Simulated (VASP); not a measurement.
Input of a VASP 6.6.1 run:

INCAR

```
PREC = Accurate
ENCUT = 520
EDIFF = 1E-7
ISMEAR = -1
SIGMA = 0.02
LREAL = F
LASPH = T
NELM = 60
ALGO = Normal
ISIF = 2
LWAVE = F
LCHARG = T
GGA = CA
LELF = T
LVHAR = T
NBANDS = 17
```

The input KPOINTS:

```
regular mesh
0
Gamma
  6 6 6
```

POSCAR

```
SnTe
1.0
    0.0000000000      3.6111460000      3.6111460000
    3.6111460000      0.0000000000      3.6111460000
    3.6111460000      3.6111460000      0.0000000000
Sn Te
1 1
Direct
    0.0000000000      0.0000000000      0.0000000000
    0.7500000000      0.7500000000      0.7500000000
```

Potentials or basis: VASP PAW LDA potentials, release 64 (Sn_d, Te).

Command:

```console
$ cat potpaw_LDA.64/Sn_d/POTCAR potpaw_LDA.64/Te/POTCAR > POTCAR
$ mpirun -np 1 vasp_std > vasp.out
```

Q: Predict the band gap on the k mesh.

A: 0.19 eV, indirect (least direct gap 0.72 eV).

Q: Predict the pressure.

A: -2.1 GPa.

Caveat: spin-orbit coupling is left out, which moves the levels of the heavy elements. A k mesh can miss the band edges.
